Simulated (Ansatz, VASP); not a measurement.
## Two plane-wave programs on RuCl2

Contents of INCAR:

```
ALGO = Normal
EDIFF = 1E-6
ENCUT = 520
GGA = PE
ISIF = 2
ISMEAR = -1
LASPH = True
LCHARG = False
LREAL = False
LWAVE = False
NBANDS = 21
NELM = 100
PREC = Accurate
SIGMA = 0.05
```

File KPOINTS:

```
k-points
0
Gamma
  9 9 5
```

POSCAR

```
RuCl2
1.0
    3.4772279742      0.0000000000      0.0000000000
   -1.7386139871      3.0113677563      0.0000000000
    0.0000000000      0.0000000000      5.6094904024
Ru Cl
1 2
Direct
    0.0000000000      0.0000000000      0.0000000000
    0.3333333333      0.6666666667      0.2520000000
    0.6666666667      0.3333333333      0.7480000000
```

Contents of input.yaml:

```yaml
crystal:
  lattice:
    - [3.4772279742, 0.0, 0.0]
    - [-1.7386139871, 3.0113677563, 0.0]
    - [0.0, 0.0, 5.6094904024]
  atoms:
    - { symbol: Ru, position: [0.0, 0.0, 0.0] }
    - { symbol: Cl, position: [0.3333333333, 0.6666666667, 0.252] }
    - { symbol: Cl, position: [0.6666666667, 0.3333333333, 0.748] }
hamiltonian:
  xc: pbe
  pseudopotentials: { kind: paw }
kpoints:
  mp_grid: { grid: [9, 9, 5] }
scf:
  occupations: { method: fermi_dirac, width: 0.05 }
output:
  forces: true
  stress: true
  eigenvalues: true
  write_density: true
  write_potential: true
  elf: true
  volumetric_format: npy
```

Alike in both runs: task single point; functional PBE; k mesh 9 × 9 × 5; occupations fermi-dirac, width 0.05 eV; no spin polarisation.

|  | VASP | Ansatz |
| --- | --- | --- |
| version | VASP 6.6.1 | Ansatz 0.2.0 |
| potentials or method | VASP PAW PBE potentials, release 64 (Ru_pv, Cl) | Ansatz PAW |
| plane-wave cutoff (eV) | 520 | 420 |
| valence electrons in the cell | 28 | 30 |

```csv
,VASP,Ansatz,Ansatz less VASP
gap on the k mesh at the Fermi level (eV),0.65,0.65,0.000
least direct gap on the mesh (eV),0.85,0.85,+0.001
pressure (GPa),-1.7,-1.6,+0.10
"traceless stress, the component that is largest in VASP (GPa)",-4.31,-4.34,-0.037
rms of the force components (eV/Å),0.587,0.589,+0.0020
```

Atom by atom the forces differ by 0.002 eV/Å (rms over components). VASP's potentials hold 28 valence electrons a cell and Ansatz's 30, so a difference there can come from the potentials and not from the codes.

Noted on Ansatz's run: odd divisions of the mesh miss points on the zone boundary, where band edges often lie, so the gap on the mesh can be too wide.
